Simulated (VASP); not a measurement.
# Si4C (R-3m) in VASP: further runs

Si4C is run at these levels: PBE; tasks: single point, relaxation of cell and atoms.

All numbers are computed with VASP 6.6.1; they aren't measurements. Logs are shortened: lines on timing, memory, paths and dates and some standing lists are left out, and cuts for length are marked.

**1. The cell of the first run**

The structure is trigonal, space group R-3m (No. 166). Conventional cell: a = 5.251 Å, b = 5.251 Å, c = 8.276 Å, α = 90.00°, β = 90.00°, γ = 120.00°. Within 3.5 Å of Si (site symmetry -3m) lie 12 Si at 2.63 to 3.15 Å and 6 C at 3.33 Å. Si (site symmetry 2/m) has 2 C at 2.05 Å and 6 Si at 2.63 Å within 2.7 Å. C (site symmetry -3m) has 6 Si at 2.05 Å within 2.7 Å.

The cell was generated, and may not be a known phase.

**2. Single point, PBE**

Contents of INCAR:

```
SYSTEM = Si4C
PREC = Accurate
ENCUT = 520
EDIFF = 1E-6
ISMEAR = 0
SIGMA = 0.1
LREAL = .FALSE.
LASPH = .TRUE.
NELM = 60
ALGO = Normal
ISIF = 2
LWAVE = .FALSE.
LCHARG = .FALSE.
GGA = PE
NBANDS = 18
```

Contents of KPOINTS:

```
regular mesh
0
G
  6 6 6
  0 0 0
```

Contents of POSCAR:

```
Si4C
1.0
    2.6253957150      1.5157729243      2.7588004264
   -2.6253957150      1.5157729243      2.7588004264
    0.0000000000     -3.0315458440      2.7588004289
Si C
4 1
Direct
    0.5000000000      0.5000000000      0.5000000000
    0.0000000000      0.0000000000      0.5000000000
    0.5000000000      0.0000000000      0.0000000000
    0.0000000000      0.5000000000      0.0000000000
    0.0000000000      0.0000000000      0.0000000000
```

Potentials or basis: VASP PAW PBE potentials, release 64 (Si, C).

Run with:

```bash
$ cat potpaw_PBE.64/Si/POTCAR potpaw_PBE.64/C/POTCAR > POTCAR
$ mpirun -np 1 vasp_std > vasp.out
```

OUTCAR:

```text
SYSTEM = Si4C
   PREC = Accurate
   ENCUT = 520
   EDIFF = 1E-6
   ISMEAR = 0
   LREAL = .FALSE.
   LASPH = .TRUE.
   NELM = 60
   ISIF = 2
   GGA = PE

 ion  position               nearest neighbor table
   1  0.500  0.500  0.500-   3 2.63   4 2.63   3 2.63   4 2.63   2 2.63   2 2.63   3 3.15   3 3.15
                             4 3.15   4 3.15   2 3.15   2 3.15
   2  0.000  0.000  0.500-   5 2.05   5 2.05   4 2.63   3 2.63   4 2.63   3 2.63   1 2.63   1 2.63
                             4 3.15   3 3.15   4 3.15   3 3.15   1 3.15   1 3.15
   3  0.500  0.000  0.000-   5 2.05   5 2.05   2 2.63   1 2.63   2 2.63   1 2.63   4 2.63   4 2.63
                             2 3.15   1 3.15   1 3.15   2 3.15   4 3.15   4 3.15
   4  0.000  0.500  0.000-   5 2.05   5 2.05   2 2.63   2 2.63   1 2.63   1 2.63   3 2.63   3 2.63
                             2 3.15   1 3.15   2 3.15   1 3.15   3 3.15   3 3.15
   5  0.000  0.000  0.000-   2 2.05   2 2.05   4 2.05   3 2.05   4 2.05   3 2.05

  LATTYP: Found a trigonal (rhomboedric) cell.
 ALAT       =     4.0989327893
 COS(alpha) =     0.1795012090

  Lattice vectors:

 A1 = (   2.6253957150,   1.5157729243,   2.7588004264)
 A2 = (  -2.6253957150,   1.5157729243,   2.7588004264)
 A3 = (   0.0000000000,  -3.0315458440,   2.7588004289)

Analysis of symmetry for initial positions (statically):
=====================================================================
 Subroutine PRICEL returns:
 Original cell was already a primitive cell.

 Routine SETGRP: Setting up the symmetry group for a
 trigonal (rhombohedral) supercell.

 Subroutine GETGRP returns: Found 12 space group operations
 (whereof 12 operations were pure point group operations)
 out of a pool of 12 trial point group operations.

The static configuration has the point symmetry D_3d.

Analysis of symmetry for dynamics (positions and initial velocities):
=====================================================================
 Subroutine PRICEL returns:
 Original cell was already a primitive cell.

 Routine SETGRP: Setting up the symmetry group for a
 trigonal (rhombohedral) supercell.

 Subroutine GETGRP returns: Found 12 space group operations
 (whereof 12 operations were pure point group operations)
 out of a pool of 12 trial point group operations.

The dynamic configuration has the point symmetry D_3d.

 Subroutine INISYM returns: Found 12 space group operations
 (whereof 12 operations are pure point group operations),
 and found     1 'primitive' translations

----------------------------------------------------------------------------------------

                                     Primitive cell

  volume of cell :      65.8719

  direct lattice vectors                    reciprocal lattice vectors
     2.625395715  1.515772924  2.758800426     0.190447481  0.109954904  0.120825461
    -2.625395715  1.515772924  2.758800426    -0.190447481  0.109954904  0.120825461
     0.000000000 -3.031545844  2.758800429     0.000000000 -0.219909809  0.120825461

  length of vectors
     4.098932789  4.098932789  4.098932789     0.250916552  0.250916552  0.250916552

  position of ions in fractional coordinates (direct lattice)
     0.500000000  0.500000000  0.500000000
     0.000000000  0.000000000  0.500000000
     0.500000000  0.000000000  0.000000000
     0.000000000  0.500000000  0.000000000
     0.000000000  0.000000000  0.000000000

  ion indices of the primitive-cell ions
   primitive index   ion index
                 1           1
                 2           2
                 3           3
                 4           4
                 5           5

----------------------------------------------------------------------------------------

 KPOINTS: regular mesh

Automatic generation of k-mesh.
 Grid dimensions read from file:
 generate k-points for:    6    6    6

 Generating k-lattice:

  Cartesian coordinates                     Fractional coordinates (reciprocal lattice)
     0.031741247  0.018325817  0.020137577     0.166666667  0.000000000  0.000000000
    -0.031741247  0.018325817  0.020137577     0.000000000  0.166666667  0.000000000
     0.000000000 -0.036651635  0.020137577    -0.000000000 -0.000000000  0.166666667

  Length of vectors
     0.041819425  0.041819425  0.041819425

  Shift w.r.t. Gamma in fractional coordinates (k-lattice)
     0.000000000  0.000000000  0.000000000

 Subroutine IBZKPT returns following result:
 ===========================================

 Found     32 irreducible k-points:

 Following reciprocal coordinates:
            Coordinates               Weight
  0.000000  0.000000  0.000000      1.000000
  0.166667  0.000000  0.000000      6.000000
  0.333333  0.000000  0.000000      6.000000
  0.500000  0.000000  0.000000      3.000000
  0.166667  0.166667  0.000000      6.000000
  0.333333  0.166667  0.000000     12.000000
[... 16 lines left out ...]
  0.500000  0.500000  0.166667      6.000000
 -0.333333  0.500000  0.166667     12.000000
 [... further k-points ...]
   k-points           NKPTS =     32   k-points in BZ     NKDIM =     32   number of bands    NBANDS=     18
   number of dos      NEDOS =    301   number of ions     NIONS =      5
   total plane-waves  NPLWV =  27000
   dimension x,y,z NGX =    30 NGY =   30 NGZ =   30
   dimension x,y,z NGXF=    60 NGYF=   60 NGZF=   60
   ions per type =               4   1
   NGX,Y,Z   is equivalent  to a cutoff of  12.17, 12.17, 12.17 a.u.
   NGXF,Y,Z  is equivalent  to a cutoff of  24.34, 24.34, 24.34 a.u.
 SYSTEM =  Si4C
   PREC   = accura    normal or accurate (medium, high low for compatibility)
   ISTART =      0    job   : 0-new  1-cont  2-samecut
   ICHARG =      2    charge: 1-file 2-atom 10-const
   ISPIN  =      1    spin polarized calculation?
   LNONCOLLINEAR =      F non collinear calculations
   LSORBIT =      F    spin-orbit coupling
   LASPH  =      T    aspherical Exc in radial PAW
   ENCUT  =  520.0 eV  38.22 Ry    6.18 a.u.   7.62  7.62  7.62*2*pi/ulx,y,z
   NELM   =     60;   NELMIN=  2; NELMDL= -5     # of ELM steps
   EDIFF  = 0.1E-05   stopping-criterion for ELM
   LREAL  =      F    real-space projection
   EDIFFG = 0.1E-04   stopping-criterion for IOM
   NSW    =      0    number of steps for IOM
   IBRION =     -1    ionic relax: 0-MD 1-quasi-New 2-CG
   NFREE  =      0    steps in history (QN), initial steepest desc. (CG)
   ISIF   =      2    stress and relaxation
   ISYM   =      2    0-nonsym 1-usesym 2-fastsym
   POTIM  = 0.5000    time-step for ionic-motion
   TEBEG  =    0.0;   TEEND  =   0.0 temperature during run
   PSTRESS=    0.0 pullay stress
   NELECT =      20.0000    total number of electrons
   NUPDOWN=      -1.0000    fix difference up-down
   EMIN   =  10.00;   EMAX   =-10.00  energy-range for DOS
   EFERMI =   0.00;   METHOD = LEGACY
   ISMEAR =     0;   SIGMA  =   0.10  broadening in eV -4-tet -1-fermi 0-gaus
   EFERMI_NEDOS =   21; number of points for ismear=-14 and -15
   IALGO  =     38    algorithm
   IMIX   =      4    mixing-type and parameters
     AMIX     =   0.40;   BMIX     =  1.00
     AMIX_MAG =   1.60;   BMIX_MAG =  1.00
  volume/ion in A,a.u.               =      13.17        88.91
  Fermi-wavevector in a.u.,A,eV,Ry     =   1.100317  2.079299 16.472554  1.210699
  Thomas-Fermi vector in A             =   2.236727
   LORBIT       =      0    0 simple, 1 ext, 2 COOP (PROOUT), +10 PAW based schemes
   GGA     = PE    functional components
   LHFCALC =     F    Hartree Fock is set to
   AEXX    =    0.0000 exact exchange contribution
   IVDW    =     0    specifies the selected vdW correction
   LEPSILON=     F    determine dielectric tensor
   LRPA    =     F    only Hartree local field effects (RPA)
 non-spin polarized calculation
 Gauss-broadening in eV      SIGMA  =   0.10
  energy-cutoff  :      520.00
  volume of cell :       65.87
 maximum number of plane-waves:      1788
   NGX = 15   NGY = 15   NGZ = 15

 number of electron      20.0000001 magnetization

 Free energy of the ion-electron system (eV)
  ---------------------------------------------------
  ext. energy  EPLUGINS =         0.00000000
  ---------------------------------------------------
  free energy    TOTEN  =       -26.54231243 eV

  energy without entropy =      -26.52975849  energy(sigma->0) =      -26.53603546

 E-fermi :   9.7173     XC(G=0): -11.1694

 val. band max:        9.7034524188   @ k =   0.5000   0.3333   0.3333
 cond. band min:       9.7371170417   @ k =  -0.3333   0.5000   0.3333
 fundamental gap:      0.0336646229
 Fermi energy:         9.7173041363

 k-point     1 :       0.0000    0.0000    0.0000
  band No.  band energies     occupation
      1      -6.3518      2.00000
      2       0.9941      2.00000
      3       1.6000      2.00000
      4       2.5913      2.00000
      5       2.5913      2.00000
      6       4.6618      2.00000
[... 10 lines left out ...]
     17      15.0313      0.00000
     18      15.2171      0.00000

 k-point     2 :       0.1667    0.0000    0.0000
  band No.  band energies     occupation
      1      -6.1672      2.00000
      2      -0.0946      2.00000
      3       1.6204      2.00000
      4       2.7191      2.00000
      5       2.7373      2.00000
      6       4.7671      2.00000
[... 10 lines left out ...]
     17      14.8254      0.00000
     18      16.2089      0.00000

 k-point     3 :       0.3333    0.0000    0.0000
  band No.  band energies     occupation
      1      -5.6908      2.00000
      2      -1.6663      2.00000
      3       1.7377      2.00000
      4       3.1123      2.00000
      5       3.1934      2.00000
      6       4.5984      2.00000
[... 412 lines left out ...]
 k-point    23 :       0.5000    0.5000    0.1667
  band No.  band energies     occupation
      1      -4.4598      2.00000
      2      -1.7142      2.00000
      3       0.1330      2.00000
      4       0.6578      2.00000
      5       2.1227      2.00000
      6       5.2635      2.00000
[... 10 lines left out ...]
     17      15.6851      0.00000
     18      17.2200      0.00000

 k-point    24 :      -0.3333    0.5000    0.1667
  band No.  band energies     occupation
      1      -4.6272      2.00000
      2      -1.5002      2.00000
      3      -0.5007      2.00000
      4       1.0229      2.00000
      5       2.4857      2.00000
      6       5.0760      2.00000
[... 10 lines left out ...]
     17      15.3624      0.00000
     18      16.3163      0.00000

 [... further k-points ...]

------------------------ aborting loop because EDIFF is reached ----------------------------------------

  FORCE on cell =-STRESS in cart. coord.  units (eV):
  Direction    XX          YY          ZZ          XY          YZ          ZX
  --------------------------------------------------------------------------------------
  -------------------------------------------------------------------------------------
  Total       -0.1329476     -0.1329476     -0.1339669      0.0000000     -0.0000000      0.0000000
  in kB       -3.2336316     -3.2336316     -3.2584250      0.0000000     -0.0000000      0.0000000
  external PRESSURE =      -3.2418960 kB  Pullay stress =       0.0000000 kB

 VOLUME and BASIS-vectors are now :
 -----------------------------------------------------------------------------
  energy-cutoff  :      520.00
  volume of cell :       65.87
      direct lattice vectors                 reciprocal lattice vectors
     2.625395715  1.515772924  2.758800426     0.190447481  0.109954904  0.120825461
    -2.625395715  1.515772924  2.758800426    -0.190447481  0.109954904  0.120825461
     0.000000000 -3.031545844  2.758800429     0.000000000 -0.219909809  0.120825461

 POSITION                                       TOTAL-FORCE (eV/Angst)
 -----------------------------------------------------------------------------------
      0.00000      0.00000      4.13820        -0.000000     -0.000000     -0.000000
      0.00000     -1.51577      1.37940        -0.000000      0.000000      0.000000
      1.31270      0.75789      1.37940         0.000000      0.000000     -0.000000
     -1.31270      0.75789      1.37940         0.000000      0.000000      0.000000
      0.00000      0.00000      0.00000        -0.000000      0.000000      0.000000
 -----------------------------------------------------------------------------------
    total drift:                                0.000000     -0.000000     -0.000000

  FREE ENERGIE OF THE ION-ELECTRON SYSTEM (eV)
  ---------------------------------------------------
  free  energy   TOTEN  =       -26.5423124314 eV

  energy  without entropy=      -26.5297584911  energy(sigma->0) =      -26.53603546
```

Wall time 15 s (1 thread of Intel Xeon 6975P-C (Granite Rapids), shared host); peak memory 0.17 GiB.

Results:

```yaml
Free_energy: -26.5423 eV
Pressure: -0.3 GPa
Band_gap_on_the_k_mesh: zero (bands 10 and 11 overlap by 3.16 eV)
```

Levels at points of the mesh, in eV from the Fermi level:
```csv
k point,band 7,band 8,band 9,band 10,band 11,band 12,band 13,band 14
"(0.00, 0.00, 0.00)",-5.06,-1.94,-1.94,-1.42,-0.94,2.71,2.88,2.88
"(0.50, 0.00, 0.00)",-4.51,-2.01,-1.64,-1.12,-0.96,0.54,2.47,3.62
"(0.50, 0.50, 0.00)",-2.12,-1.90,-0.98,-0.91,-0.60,0.91,2.85,3.38
"(0.50, 0.50, 0.50)",-6.31,-6.31,0.15,2.09,2.09,2.80,4.04,4.04
```

(Continued in part 2 of 2.)

The gap in the log of VASP goes by the Fermi energy; the results here count the filled bands.